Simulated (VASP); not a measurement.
Wanted: the native input for a VASP 6.6.1 run.

* Task: relaxation of cell and atoms
* Functional: LDA
* Potentials or basis: VASP PAW LDA potentials, release 64 (Zn)
* Cutoff: 600 eV
* k mesh: 19 × 19 × 19
* Occupations: fermi-dirac, width 0.1 eV
* Spin: no spin polarisation
* Target pressure: 15 GPa
* Dipole correction: no
* Further INCAR settings: ALGO = Normal; EDIFF = 1e-06; IBRION = 2; EDIFFG = -0.005; NSW = 32; ISIF = 3

The structure of Zn lies in POSCAR:

```
Zn
1.0
   -1.4495113593      1.4495113593      1.4495113593
    1.4495113593     -1.4495113593      1.4495113593
    1.4495113593      1.4495113593     -1.4495113593
Zn
1
Direct
    0.0000000000      0.0000000000      0.0000000000
```

These files were run (other wordings do the same):

INCAR

```
SYSTEM = Zn
PREC     = Accurate       ! precision mode
ENCUT    = 600            ! plane-wave cutoff, eV
EDIFF    = 1E-6           ! SCF threshold, eV
ISMEAR   = -1             ! smearing method
SIGMA    = 0.1            ! smearing width, eV
LREAL    = .False.        ! projectors in reciprocal space
LASPH    = .True.         ! aspherical terms in the spheres
NELM     = 60             ! most SCF steps
ALGO     = Normal         ! electronic algorithm
ISIF     = 3              ! what is computed and relaxed
LWAVE    = .False.        ! write WAVECAR
LCHARG   = .False.        ! write CHGCAR
IBRION   = 2              ! ionic algorithm
NSW      = 32             ! ionic steps
EDIFFG   = -0.005         ! ionic threshold
PSTRESS  = 150.0
```

KPOINTS

```
Automatic mesh
0
Gamma
  19 19 19
  0 0 0
```

Potentials or basis: VASP PAW LDA potentials, release 64 (Zn).

Launch:

```sh
$ cat potpaw_LDA.64/Zn/POTCAR > POTCAR
$ mpirun -np 1 vasp_std > vasp.out
```

It gave:

```
Relaxed volume                                         : 12.25 Å³/atom
Relaxed cell                                           : a = 2.515 Å, b = 2.515 Å, c = 2.515 Å, α = 109.47°, β = 109.47°, γ = 109.47°
Space group after relaxing (to 0.05 Å)                 : Im-3m (No. 229)
Energy change on relaxing (the enthalpy is what falls) : -6.2 meV/atom
Ionic steps                                            : 3
Pressure after relaxing                                : 15.0 GPa
Band gap on the k mesh                                 : zero (band 6 reaches 8.84 eV, above the bottom of band 7 at 4.24 eV)
```

Caveat: the cell is relaxed towards a set pressure, so the enthalpy falls and the energy may rise.

Wall time 20 s on 1 thread of Intel(R) Xeon(R) Platinum 8559C (Emerald Rapids), with other jobs on the host, peak memory 0.15 GiB.
